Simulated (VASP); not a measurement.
Al2Cu:

```xyz
3
Lattice="4.1052 0.0000 0.0000 0.0000 4.1052 0.0000 0.0000 0.0000 2.8913" Properties=species:S:1:pos:R:3 pbc="T T T"
Cu    0.0000    0.0000    0.0000
Al    0.0000    2.0526    1.4457
Al    2.0526    0.0000    1.4457
```

```yaml
Program: VASP 6.6.1
Task: relaxation of cell and atoms
Functional: LDA
Potentials_or_basis: VASP PAW LDA potentials, release 64 (Cu, Al)
Cutoff: 600 eV
k_mesh: 7 × 7 × 9
Occupations: fermi-dirac, width 0.05 eV
Spin: no spin polarisation
```

At the start: pressure -4.9 GPa; volume 16.24 Å³/atom.

**Question.** How do energy, volume and symmetry change on relaxing?

**Answer.** Over 5 steps the energy falls by 13.4 meV/atom and the volume is 15.42 Å³/atom (-5.1 %); space group P4/mmm (No. 123, to 0.05 Å).

The path:
```csv
step,energy change (eV),largest force (eV/Å),pressure (GPa),volume (Å³)
1,0.0000,0.0000,-4.86,48.73
2,-0.0339,0.0000,2.17,45.33
3,-0.0398,0.0000,0.04,46.24
4,-0.0400,0.0000,0.01,46.25
5,-0.0401,0.0000,0.00,46.26
```

Final structure:
```cif
data_structure
_symmetry_space_group_name_H-M 'P 1'
_symmetry_Int_Tables_number 1
_cell_length_a 4.0485
_cell_length_b 4.0485
_cell_length_c 2.8225
_cell_angle_alpha 90.000
_cell_angle_beta 90.000
_cell_angle_gamma 90.000
_cell_volume 46.26
loop_
_atom_site_label
_atom_site_type_symbol
_atom_site_fract_x
_atom_site_fract_y
_atom_site_fract_z
_atom_site_occupancy
Cu1 Cu 0.00000 0.00000 0.00000 1
Al1 Al 0.00000 0.50000 0.50000 1
Al2 Al 0.50000 0.00000 0.50000 1
```
